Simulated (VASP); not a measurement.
Ru: single point with PBE

The system is Ru.

```
Ru
1.0
     2.66521    0.00000    0.00000
    -1.33261    2.30814    0.00000
     0.00000    0.00000    4.15344
Ru
2
Direct
  0.33333 0.66667 0.25000
  0.66667 0.33333 0.75000
```

This cell differs from its parent crystal: strain -0.015 along x and y, -0.030 along z.

* Program: VASP 6.6.1
* Task: single point
* Functional: PBE
* Potentials or basis: VASP PAW PBE potentials, release 64 (Ru_pv)
* Cutoff: 500 eV
* k mesh: 24 × 24 × 12
* Occupations: gaussian, width 0.15 eV
* Spin: no spin polarisation
* Dipole correction: no
* Further INCAR settings: ALGO = Normal; EDIFF = 1e-06; NBANDS = 21

```
Pressure               : 28.3 GPa
Band gap on the k mesh : zero (bands 14 and 15 overlap by 3.52 eV)
```

Stress tensor (GPa, compression positive):
```
25.48  0.00  0.00
 0.00 25.48  0.00
 0.00  0.00 33.99
```

Levels at points of the mesh, in eV from the Fermi level:
```tsv
k point	band 12	band 13	band 14	band 15	band 16	band 17
(0.00, 0.00, 0.00)	-2.10	-2.10	-1.67	-1.67	1.27	1.27
(0.50, 0.00, 0.00)	-1.97	-1.58	1.46	1.95	2.17	4.36
(0.00, 0.00, 0.50)	-3.11	-2.83	-2.83	0.60	0.60	0.60
(0.50, 0.00, 0.50)	-1.25	0.46	0.46	1.76	1.76	3.61
```

It took 3.7 min on 1 thread of Intel Xeon 8259CL, with other jobs on the host, peak memory 0.28 GiB.

Caveat: the cell differs from its parent crystal (strain -0.015 along x and y, -0.030 along z); the cell stands under pressure.
